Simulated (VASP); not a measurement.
# Pt (Fm-3m) in VASP: a series of runs, part 2 of 2

VASP 6.6.1.

### 4 Single point, PBE

This run uses another cell than the first one, of 15.18 Å³/atom.

INCAR

```
SYSTEM = Pt
  ALGO = Normal
  EDIFF = 1E-6
  ENCUT = 520
  GGA = PE
  ISIF = 2
  ISMEAR = 0
  LASPH = .True.
  LCHARG = .False.
  LREAL = .False.
  LWAVE = .False.
  NBANDS = 11
  NELM = 80
  PREC = Accurate
  SIGMA = 0.15
```

KPOINTS

```
k-points
0
Gamma
  20 20 20
  0 0 0
```

POSCAR

```
Pt
1.0
    0.0000000000      1.9651150644      1.9651150644
    1.9651150644      0.0000000000      1.9651150644
    1.9651150644      1.9651150644      0.0000000000
Pt
1
Direct
    0.0000000000      0.0000000000      0.0000000000
```

Potentials or basis: VASP PAW PBE potentials, release 64 (Pt).

The run is started by

```sh
$ cat potpaw_PBE.64/Pt/POTCAR > POTCAR
$ mpirun -np 1 vasp_std > vasp.out
```

OUTCAR:

```text
SYSTEM = Pt
   EDIFF = 1E-6
   ENCUT = 520
   GGA = PE
   ISIF = 2
   ISMEAR = 0
   LASPH = .True.
   LREAL = .False.
   NELM = 80
   PREC = Accurate

 ion  position               nearest neighbor table
   1  0.000  0.000  0.000-

  LATTYP: Found a face centered cubic cell.
 ALAT       =     3.9302301288

  Lattice vectors:

 A1 = (   0.0000000000,   1.9651150644,   1.9651150644)
 A2 = (   1.9651150644,   0.0000000000,   1.9651150644)
[... 515 lines left out ...]
     10      32.2223      0.00000
     11      36.4454      0.00000

 [... further k-points ...]

------------------------ aborting loop because EDIFF is reached ----------------------------------------

  FORCE on cell =-STRESS in cart. coord.  units (eV):
  Direction    XX          YY          ZZ          XY          YZ          ZX
  --------------------------------------------------------------------------------------
  -------------------------------------------------------------------------------------
  Total        0.7308555      0.7308555      0.7308555      0.0000000      0.0000000      0.0000000
  in kB       77.1521729     77.1521729     77.1521729      0.0000000      0.0000000      0.0000000
  external PRESSURE =      77.1521729 kB  Pullay stress =       0.0000000 kB

 VOLUME and BASIS-vectors are now :
 -----------------------------------------------------------------------------
  energy-cutoff  :      520.00
  volume of cell :       15.18
      direct lattice vectors                 reciprocal lattice vectors
     0.000000000  1.965115064  1.965115064    -0.254438027  0.254438027  0.254438027
     1.965115064  0.000000000  1.965115064     0.254438027 -0.254438027  0.254438027
     1.965115064  1.965115064  0.000000000     0.254438027  0.254438027 -0.254438027

 POSITION                                       TOTAL-FORCE (eV/Angst)
 -----------------------------------------------------------------------------------
      0.00000      0.00000      0.00000         0.000000     -0.000000      0.000000
 -----------------------------------------------------------------------------------
    total drift:                               -0.000000     -0.000000     -0.000000

  FREE ENERGIE OF THE ION-ELECTRON SYSTEM (eV)
  ---------------------------------------------------
  free  energy   TOTEN  =        -6.0989556839 eV

  energy  without entropy=       -6.0791215187  energy(sigma->0) =       -6.08903860
```

stdout:

```text
POSCAR found type information on POSCAR Pt
 POSCAR found :  1 types and       1 ions
 scaLAPACK will be used
 LDA part: xc-table for (Slater+PW92), standard interpolation
 POSCAR, INCAR and KPOINTS ok, starting setup
 FFT: planning ... GRIDC
 FFT: planning ... GRID_SOFT
 FFT: planning ... GRID
 WAVECAR not read
 entering main loop
```

Run time: 29 s. Hardware: 1 thread of Intel Xeon 8259CL, shared host; peak memory 0.18 GiB.

Results:

| Quantity | Value |
| --- | --- |
| Free energy | -6.0990 eV |
| Pressure | 7.7 GPa |
| Band gap on the k mesh | zero (bands 5 and 6 overlap by 2.22 eV) |

Caveat: the cell stands under pressure; spin-orbit coupling is left out, which moves the levels of the heavy elements.

### 5 Single point, PBE

This run uses another cell than the first one, of 15.64 Å³/atom.

INCAR

```
SYSTEM = Pt
PREC = Accurate
ENCUT = 520
EDIFF = 1E-6
ISMEAR = 0
SIGMA = 0.15
LREAL = .False.
LASPH = .True.
NELM = 80
ALGO = Normal
ISIF = 2
LWAVE = .False.
LCHARG = .True.
GGA = PE
LELF = .True.
LVHAR = .True.
NBANDS = 11
```

KPOINTS

```
regular mesh
0
Gamma
  20 20 20
  0 0 0
```

POSCAR

```
Pt
1.0
    0.0000000000      1.9849647115      1.9849647115
    1.9849647115      0.0000000000      1.9849647115
    1.9849647115      1.9849647115      0.0000000000
Pt
1
Direct
    0.0000000000      0.0000000000      0.0000000000
```

Potentials or basis: VASP PAW PBE potentials, release 64 (Pt).

The run is started by

```sh
$ cat potpaw_PBE.64/Pt/POTCAR > POTCAR
$ mpirun -np 1 vasp_std > vasp.out
```

OUTCAR:

```text
SYSTEM = Pt
   PREC = Accurate
   ENCUT = 520
   EDIFF = 1E-6
   ISMEAR = 0
   LREAL = .False.
   LASPH = .True.
   NELM = 80
   ISIF = 2
   GGA = PE

 ion  position               nearest neighbor table
   1  0.000  0.000  0.000-

  LATTYP: Found a face centered cubic cell.
 ALAT       =     3.9699294230

  Lattice vectors:

 A1 = (   0.0000000000,   1.9849647115,   1.9849647115)
 A2 = (   1.9849647115,   0.0000000000,   1.9849647115)
 A3 = (   1.9849647115,   1.9849647115,   0.0000000000)

[... 514 lines left out ...]
     11      35.5831      0.00000

 [... further k-points ...]

------------------------ aborting loop because EDIFF is reached ----------------------------------------

  FORCE on cell =-STRESS in cart. coord.  units (eV):
  Direction    XX          YY          ZZ          XY          YZ          ZX
  --------------------------------------------------------------------------------------
  -------------------------------------------------------------------------------------
  Total       -0.0361654     -0.0361654     -0.0361654     -0.0000000     -0.0000000      0.0000000
  in kB       -3.7043820     -3.7043820     -3.7043820     -0.0000000     -0.0000000      0.0000000
  external PRESSURE =      -3.7043820 kB  Pullay stress =       0.0000000 kB

 VOLUME and BASIS-vectors are now :
 -----------------------------------------------------------------------------
  energy-cutoff  :      520.00
  volume of cell :       15.64
      direct lattice vectors                 reciprocal lattice vectors
     0.000000000  1.984964711  1.984964711    -0.251893647  0.251893647  0.251893647
     1.984964711  0.000000000  1.984964711     0.251893647 -0.251893647  0.251893647
     1.984964711  1.984964711  0.000000000     0.251893647  0.251893647 -0.251893647

 POSITION                                       TOTAL-FORCE (eV/Angst)
 -----------------------------------------------------------------------------------
      0.00000      0.00000      0.00000        -0.000000      0.000000     -0.000000
 -----------------------------------------------------------------------------------
    total drift:                               -0.000000      0.000000     -0.000000

  FREE ENERGIE OF THE ION-ELECTRON SYSTEM (eV)
  ---------------------------------------------------
  free  energy   TOTEN  =        -6.1096199678 eV

  energy  without entropy=       -6.0887572633  energy(sigma->0) =       -6.09918862
```

OSZICAR:

```text
N       E                     dE             d eps       ncg     rms          rms(c)
DAV:   1     0.394694053141E+02    0.39469E+02   -0.53378E+03  5760   0.841E+02
DAV:   2    -0.587017767918E+01   -0.45340E+02   -0.43344E+02  6432   0.174E+02
DAV:   3    -0.648686237263E+01   -0.61668E+00   -0.61005E+00  6559   0.193E+01
DAV:   4    -0.648932929501E+01   -0.24669E-02   -0.24667E-02  6454   0.146E+00
DAV:   5    -0.648934956058E+01   -0.20266E-04   -0.20265E-04  6621   0.123E-01    0.116E+01
DAV:   6    -0.614677430577E+01    0.34258E+00   -0.82668E-01  6025   0.715E+00    0.614E+00
DAV:   7    -0.611277608535E+01    0.33998E-01   -0.12843E-01  6526   0.274E+00    0.249E+00
DAV:   8    -0.610979249172E+01    0.29836E-02   -0.48101E-03  6148   0.590E-01    0.528E-01
DAV:   9    -0.610961768703E+01    0.17480E-03   -0.12216E-04  6304   0.965E-02    0.505E-02
DAV:  10    -0.610962014178E+01   -0.24547E-05   -0.39435E-06  6903   0.156E-02    0.556E-03
DAV:  11    -0.610961996777E+01    0.17401E-06   -0.34648E-08  3365   0.174E-03
   1 F= -.61096200E+01 E0= -.60991886E+01  d E =-.208627E-01
```

stdout:

```text
POSCAR found type information on POSCAR Pt
 POSCAR found :  1 types and       1 ions
 scaLAPACK will be used
 LDA part: xc-table for (Slater+PW92), standard interpolation
 POSCAR, INCAR and KPOINTS ok, starting setup
 FFT: planning ... GRIDC
 FFT: planning ... GRID_SOFT
 FFT: planning ... GRID
 WAVECAR not read
 entering main loop
```

Wall time 38 s (1 thread of Intel Xeon 8259CL, shared host); peak memory 0.18 GiB.

What came out:

* Free energy: -6.1096 eV
* Pressure: -0.4 GPa
* Band gap on the k mesh: zero (bands 5 and 6 overlap by 2.10 eV)

Caveat: spin-orbit coupling is left out, which moves the levels of the heavy elements.

### 6 Single point, PBE

This run uses another cell than the first one, of 16.12 Å³/atom.

INCAR

```
SYSTEM = Pt
  PREC = Accurate
  ENCUT = 520
  EDIFF = 1E-6
  ISMEAR = 0
  SIGMA = 0.15
  LREAL = .False.
  LASPH = .True.
  NELM = 60
  ALGO = Fast
  ISIF = 2
  LWAVE = .False.
  LCHARG = .True.
  GGA = PE
  LELF = .True.
  LVHAR = .True.
  NBANDS = 11
```

KPOINTS

```
Automatic mesh
0
Gamma
  20 20 20
  0 0 0
```

POSCAR

```
Pt
1.0
    0.0000000000      2.0048143586      2.0048143586
    2.0048143586      0.0000000000      2.0048143586
    2.0048143586      2.0048143586      0.0000000000
Pt
1
Direct
    0.0000000000      0.0000000000      0.0000000000
```

Potentials or basis: VASP PAW PBE potentials, release 64 (Pt).

The run is started by

```sh
$ cat potpaw_PBE.64/Pt/POTCAR > POTCAR
$ mpirun -np 1 vasp_std > vasp.out
```

Wall time 51 s (1 thread of Intel Xeon 8259CL, shared host); peak memory 0.18 GiB.

The run converged. Its results:

| Property | Result |
| --- | --- |
| Free energy | -6.0985 eV |
| Pressure | -7.2 GPa |
| Band gap on the k mesh | zero (bands 5 and 6 overlap by 1.99 eV) |

Levels at points of the mesh, in eV from the Fermi level:
```
           k point  band 2  band 3  band 4  band 5  band 6  band 7  band 8  band 9
(0.00, 0.00, 0.00)   -3.40   -3.40   -3.40   -1.47   -1.47   14.80   19.39   19.39
(0.50, 0.00, 0.00)   -3.45   -3.45   -0.21    0.02    0.02    5.35   14.34   18.51
(0.50, 0.50, 0.00)   -5.96   -0.01    0.42    0.42    1.91    8.18   11.18   11.18
```

Caveat: the cell stands under tension; spin-orbit coupling is left out, which moves the levels of the heavy elements.

### 7 The runs side by side

```tsv
cell	gap on the mesh (eV)	pressure (GPa)
a = 2.723 Å, angles 60.0°, 1 atom	none	28.6
a = 2.751 Å, angles 60.0°, 1 atom	none	17.3
a = 2.779 Å, angles 60.0°, 1 atom	none	7.7
a = 2.807 Å, angles 60.0°, 1 atom	none	-0.4
a = 2.835 Å, angles 60.0°, 1 atom	none	-7.2
```

Alike in all rows: task single point; level PBE; potentials or basis VASP PAW PBE potentials, release 64 (Pt); no spin polarisation; k mesh 20 × 20 × 20; cutoff (eV) 520; smearing gaussian 0.15 eV.

Caveats: spin-orbit coupling is left out, which moves the levels of the heavy elements; the cell stands under pressure (at least some runs); the cell stands under tension (at least some runs).

Absolute energies hang on the potentials; compare differences alone.
